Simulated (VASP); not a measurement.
Input of a VASP 6.6.1 run:

File INCAR:

```
  ALGO = Normal
  EDIFF = 1E-6
  EDIFFG = -0.005
  ENCUT = 600
  GGA = PS
  IBRION = 2
  ISIF = 3
  ISMEAR = 0
  LASPH = True
  LCHARG = False
  LREAL = False
  LWAVE = False
  NELM = 100
  NSW = 100
  PREC = Accurate
  SIGMA = 0.02
```

The input KPOINTS:

```
k-points
0
Gamma
  6 6 8
```

File POSCAR:

```
SnO2
1.0
    4.7880040000      0.0000000000      0.0000000000
    0.0000000000      4.8665820000      0.0000000000
    0.0000000000      0.0000000000      3.2408980000
Sn O
2 4
Direct
    0.5000000000      0.5000000000      0.5000000000
    0.0000000000      0.0000000000      0.0000000000
    0.2918550000      0.3210420000      0.0000000000
    0.7918550000      0.1789580000      0.5000000000
    0.2081450000      0.8210420000      0.5000000000
    0.7081450000      0.6789580000      0.0000000000
```

Potentials or basis: VASP PAW PBE potentials, release 64 (Sn_d, O).

Command:

```bash
$ cat potpaw_PBE.64/Sn_d/POTCAR potpaw_PBE.64/O/POTCAR > POTCAR
$ mpirun -np 1 vasp_std > vasp.out
```

**Question.** Estimate the space group after relaxing (to 0.05 Å).

**Answer.** P4_2/mnm (No. 136).

**Question.** Estimate the relaxed cell.

**Answer.** a = 4.771 Å, b = 4.772 Å, c = 3.215 Å, α = 90.00°, β = 90.00°, γ = 90.00°.

**Question.** What does it give for the band gap on the k mesh?

**Answer.** 0.89 eV, direct.

Step by step:
```csv
step,energy change (eV),largest force (eV/Å),pressure (GPa),volume (Å³)
1,0.0000,0.1053,-5.89,75.52
2,0.0202,0.2809,8.05,70.57
3,-0.0450,0.0998,-0.09,73.21
4,-0.0450,0.1020,0.05,73.16
5,-0.0472,0.0537,0.11,73.03
6,-0.0474,0.0609,0.19,72.99
7,-0.0481,0.0569,-0.17,73.11
8,-0.0484,0.0530,-0.58,73.27
9,-0.0487,0.0505,-0.52,73.26
10,-0.0495,0.0487,-0.39,73.22
11,-0.0507,0.0689,-0.11,73.15
12,-0.0511,0.1439,0.45,73.01
13,-0.0512,0.1200,0.28,73.05
14,-0.0519,0.1130,0.26,73.06
15,-0.0536,0.0931,0.19,73.10
16,-0.0559,0.0534,0.05,73.18
17,-0.0566,0.0262,-0.38,73.32
18,-0.0570,0.0013,-0.21,73.27
19,-0.0570,0.0055,-0.19,73.27
20,-0.0571,0.0077,0.17,73.15
21,-0.0571,0.0071,0.10,73.17
22,-0.0572,0.0008,0.02,73.20
23,-0.0572,0.0034,-0.02,73.21
24,-0.0572,0.0011,0.06,73.20
25,-0.0572,0.0011,0.03,73.20
26,-0.0572,0.0009,0.03,73.20
27,-0.0572,0.0004,0.05,73.20
28,-0.0572,0.0004,0.02,73.20
29,-0.0572,0.0007,0.02,73.21
30,-0.0572,0.0013,0.00,73.21
```

Caveat: the PAW data sets were made with another functional, which shifts forces and pressure a little; spin-orbit coupling is left out, which moves the levels of the heavy elements. A hybrid or GW would open this gap; PBEsol tends to underestimate it.
